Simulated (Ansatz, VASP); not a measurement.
## One calculation of TiSi2, two programs

```
Ti Si
1.0
     0.00000    4.11752    4.34816
     2.38951    0.00000    4.34816
     2.38951    4.11752    0.00000
Ti Si
2 4
Direct
  0.75000 0.75000 0.75000
  0.50000 0.50000 0.50000
  0.41257 0.08743 0.41257
  0.08743 0.41257 0.08743
  0.16257 0.83743 0.16257
  0.83743 0.16257 0.83743
```

Alike in both runs: functional PBEsol; k mesh 6 × 6 × 6; occupations fermi-dirac, width 0.05 eV; no spin polarisation.

|  | VASP | Ansatz |
| --- | --- | --- |
| version | VASP 6.6.1 | Ansatz 0.2.0 |
| potentials or method | VASP PAW PBE potentials, release 64 (Ti_sv, Si) | Ansatz PAW |
| plane-wave cutoff (eV) | 520 | 420 |
| valence electrons in the cell | 40 | 40 |
| task | single point | band structure |

Ansatz gave:

* gap on the k mesh at the Fermi level (eV): none
* pressure (GPa): -5.1
* traceless stress, the component that is largest in VASP (GPa): -5.17
* rms of the force components (eV/Å): 0.028

Problem. Estimate VASP's values.

Solution. gap on the k mesh at the Fermi level (eV): none; pressure (GPa): -5.0; traceless stress, the component that is largest in VASP (GPa): -5.13; rms of the force components (eV/Å): 0.028.

VASP's potentials were made for PBE, not for PBEsol. Atom by atom the forces differ by 0.001 eV/Å (rms over components). A gap of «none» marks a metal or a gap that the smearing closes.
